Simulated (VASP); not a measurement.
Set up this calculation in VASP 6.6.1, as the native input.

- Task: single point
- Functional: r2SCAN
- Potentials or basis: VASP PAW PBE potentials, release 64 (Ti_sv)
- Cutoff: 520 eV
- k mesh: 22 × 22 × 22
- Occupations: gaussian, width 0.15 eV
- Spin: no spin polarisation
- Dipole correction: no
- Further INCAR settings: ALGO = Normal; EDIFF = 1e-07; NBANDS = 12

The system is Ti.

```
Ti
1.0
    -1.73235    1.73235    1.47250
     1.73235   -1.73235    1.47250
     1.73235    1.73235   -1.47250
Ti
1
Cartesian
  0.0000 0.0000 0.0000
```

This cell differs from its parent crystal: ratio of the length along z to the lengths across it x 0.85, volume and fractional coordinates fixed.

These files were run (other wordings do the same):

POSCAR

```
Ti
1.0
   -1.7323498620      1.7323498620      1.4724973827
    1.7323498620     -1.7323498620      1.4724973827
    1.7323498620      1.7323498620     -1.4724973827
Ti
1
Direct
    0.0000000000      0.0000000000      0.0000000000
```

INCAR.step1

```
PREC     = Accurate       # precision mode
ENCUT    = 520            # plane-wave cutoff, eV
ISMEAR   = 0              # smearing method
SIGMA    = 0.15           # smearing width, eV
LREAL    = F              # projectors in reciprocal space
LASPH    = T              # aspherical terms in the spheres
NELM     = 100            # most SCF steps
NBANDS   = 12             # bands
GGA      = PE             # functional
ALGO     = Normal         # electronic algorithm
EDIFF    = 1E-4           # SCF threshold, eV
LWAVE    = T              # write WAVECAR
LCHARG   = F              # write CHGCAR
```

INCAR.step2

```
PREC     = Accurate       # precision mode
ENCUT    = 520            # plane-wave cutoff, eV
EDIFF    = 1E-7           # SCF threshold, eV
ISMEAR   = 0              # smearing method
SIGMA    = 0.15           # smearing width, eV
LREAL    = F              # projectors in reciprocal space
LASPH    = T              # aspherical terms in the spheres
NELM     = 100            # most SCF steps
ALGO     = Normal         # electronic algorithm
ISIF     = 2              # what is computed and relaxed
LWAVE    = F              # write WAVECAR
LCHARG   = F              # write CHGCAR
METAGGA  = R2SCAN         # meta-GGA
LMIXTAU  = T            
NBANDS   = 12             # bands
ISTART   = 1
```

KPOINTS

```
regular mesh
0
Gamma
  22 22 22
```

Potentials or basis: VASP PAW PBE potentials, release 64 (Ti_sv).

Launch:

```sh
$ cat potpaw_PBE.64/Ti_sv/POTCAR > POTCAR
$ cp INCAR.step1 INCAR
$ mpirun -np 1 vasp_std > vasp.out
$ cp INCAR.step2 INCAR
$ mpirun -np 1 vasp_std > vasp.out
```

Results of the run:

| Property | Result |
| --- | --- |
| Pressure | -2.4 GPa |
| Band gap on the k mesh | zero (bands 6 and 7 overlap by 1.47 eV) |

Caveat: the PAW data sets were made with another functional, which shifts forces and pressure a little.

Wall time 4.4 min on 1 thread of Intel(R) Xeon(R) 6975P-C (Granite Rapids) (shared host), peak memory 0.29 GiB.
